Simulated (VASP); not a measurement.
Wanted: the native input for a VASP 6.6.1 run.

* Task: single point
* Functional: PBEsol
* Potentials or basis: VASP PAW PBE potentials, release 64 (Sc_sv)
* Cutoff: 520 eV
* k mesh: 9 × 9 × 5
* Occupations: fermi-dirac, width 0.05 eV
* Spin: no spin polarisation
* Dipole correction: no
* Further INCAR settings: ALGO = Fast; EDIFF = 1e-06; NBANDS = 18

The structure of Sc lies in POSCAR:

```
Sc
1.0
    3.2867912771      0.0000000000      0.0000000000
   -1.6433956386      2.8464447429      0.0000000000
    0.0000000000      0.0000000000      5.2379076584
Sc
2
Direct
    0.6666666667      0.3333333333      0.7500000000
    0.3333333333      0.6666666667      0.2500000000
```

This cell differs from its parent crystal: volume scaled by 0.98.

One way to write it, as run:

INCAR

```
  PREC = Accurate
  ENCUT = 520
  EDIFF = 1E-6
  ISMEAR = -1
  SIGMA = 0.05
  LREAL = F
  LASPH = T
  NELM = 80
  ALGO = Fast
  ISIF = 2
  LWAVE = F
  LCHARG = F
  GGA = PS
  NBANDS = 18
```

KPOINTS

```
regular mesh
0
Gamma
  9 9 5
```

Potentials or basis: VASP PAW PBE potentials, release 64 (Sc_sv).

Launch:

```sh
$ cat potpaw_PBE.64/Sc_sv/POTCAR > POTCAR
$ mpirun -np 1 vasp_std > vasp.out
```

It gave:

* Pressure: -1.8 GPa
* Band gap on the k mesh: zero (band 11 reaches 4.29 eV, above the bottom of band 12 at 3.13 eV)

Caveat: the PAW data sets were made with another functional, which shifts forces and pressure a little.

Wall time 81 s on 1 thread of AMD EPYC 7R13, with other jobs on the host, peak memory 0.13 GiB.
